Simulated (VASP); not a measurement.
Input of a VASP 6.6.1 run:

The input INCAR:

```
SYSTEM = HfN
PREC     = Accurate       ! precision mode
ENCUT    = 520            ! plane-wave cutoff, eV
EDIFF    = 1E-7           ! SCF threshold, eV
ISMEAR   = 0              ! smearing method
SIGMA    = 0.15           ! smearing width, eV
LREAL    = .False.        ! projectors in reciprocal space
LASPH    = .True.         ! aspherical terms in the spheres
NELM     = 100            ! most SCF steps
ALGO     = Normal         ! electronic algorithm
ISIF     = 2              ! what is computed and relaxed
LWAVE    = .False.        ! write WAVECAR
LCHARG   = .False.        ! write CHGCAR
GGA      = PE             ! functional
NBANDS   = 14             ! bands
```

KPOINTS

```
regular mesh
0
Gamma
  16 16 16
  0 0 0
```

Contents of POSCAR:

```
HfN
1.0
    0.0000000000      2.2738140414      2.2738140414
    2.2738140414      0.0000000000      2.2738140414
    2.2738140414      2.2738140414      0.0000000000
Hf N
1 1
Direct
   -0.0003347749      0.0023434243      0.0003347749
    0.5042659601      0.4701382792      0.4957340399
```

Potentials or basis: VASP PAW PBE potentials, release 64 (Hf_pv, N).

Command:

```bash
$ cat potpaw_PBE.64/Hf_pv/POTCAR potpaw_PBE.64/N/POTCAR > POTCAR
$ mpirun -np 1 vasp_std > vasp.out
```

Question: What does it give for the pressure?

Answer: -0.9 GPa.

Question: What does it give for the largest force?

Answer: 1.138 eV/Å.

Stress tensor (GPa, compression positive):
```
 0.31  0.00 -0.22
 0.00 -2.23  0.00
-0.22  0.00 -0.80
```

Caveat: the cell differs from its parent crystal (mode 4 frozen in at -0.078 Å and mode 6 at -0.058 Å (largest displacements)); forces of over 1 eV/Å act on the atoms, so gaps and moduli don't describe the material at rest.
